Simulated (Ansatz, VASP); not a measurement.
**SnTe in VASP and in Ansatz**

The input INCAR:

```
PREC     = Accurate       # precision mode
ENCUT    = 520            # plane-wave cutoff, eV
EDIFF    = 1E-6           # SCF threshold, eV
ISMEAR   = -1             # smearing method
SIGMA    = 0.1            # smearing width, eV
LREAL    = F              # projectors in reciprocal space
LASPH    = T              # aspherical terms in the spheres
NELM     = 60             # most SCF steps
ALGO     = Normal         # electronic algorithm
ISIF     = 2              # what is computed and relaxed
LWAVE    = F              # write WAVECAR
LCHARG   = F              # write CHGCAR
GGA      = PE             # functional
NBANDS   = 17             # bands
```

File KPOINTS:

```
regular mesh
0
Gamma
  12 12 12
```

File POSCAR:

```
SnTe
1.0
    0.0000000000      3.1274851018      3.1274851018
    3.1274851018      0.0000000000      3.1274851018
    3.1274851018      3.1274851018      0.0000000000
Sn Te
1 1
Direct
    0.0000000000      0.0000000000      0.0000000000
    0.5000000000      0.5000000000      0.5000000000
```

Input for Ansatz:

```yaml
crystal:
  lattice:
    - [0.0, 3.1274851018, 3.1274851018]
    - [3.1274851018, 0.0, 3.1274851018]
    - [3.1274851018, 3.1274851018, 0.0]
  atoms:
    - { symbol: Sn, position: [0.0, 0.0, 0.0] }
    - { symbol: Te, position: [0.5, 0.5, 0.5] }
kpoints:
  mp_grid: { grid: [12, 12, 12] }
scf:
  occupations: { method: fermi_dirac, width: 0.1 }
hamiltonian:
  xc: pbe
  pseudopotentials: { kind: paw }
output:
  forces: true
  stress: true
  eigenvalues: true
  write_density: true
  write_potential: true
  elf: true
  volumetric_format: npy
```

Change from the starting cell: volume scaled by 0.93, to set the pressure.

Alike in both runs: task single point; functional PBE; k mesh 12 × 12 × 12; occupations fermi-dirac, width 0.1 eV; no spin polarisation.

|  | VASP | Ansatz |
| --- | --- | --- |
| version | VASP 6.6.1 | Ansatz 0.2.0 |
| potentials or method | VASP PAW PBE potentials, release 64 (Sn_d, Te) | PAW with Ansatz's default frozen-core files, scalar-relativistic |
| plane-wave cutoff (eV) | 520 | 420 |
| valence electrons in the cell | 20 | 30 |

Ansatz gave:

```
pressure (GPa) : 3.5
```

Problem. Estimate VASP's values.

Solution. Pressure (GPa): 3.4.

VASP's potentials hold 20 valence electrons a cell and Ansatz's 30, so a difference there can come from the potentials and not from the codes.

Neither program's run includes spin-orbit coupling.
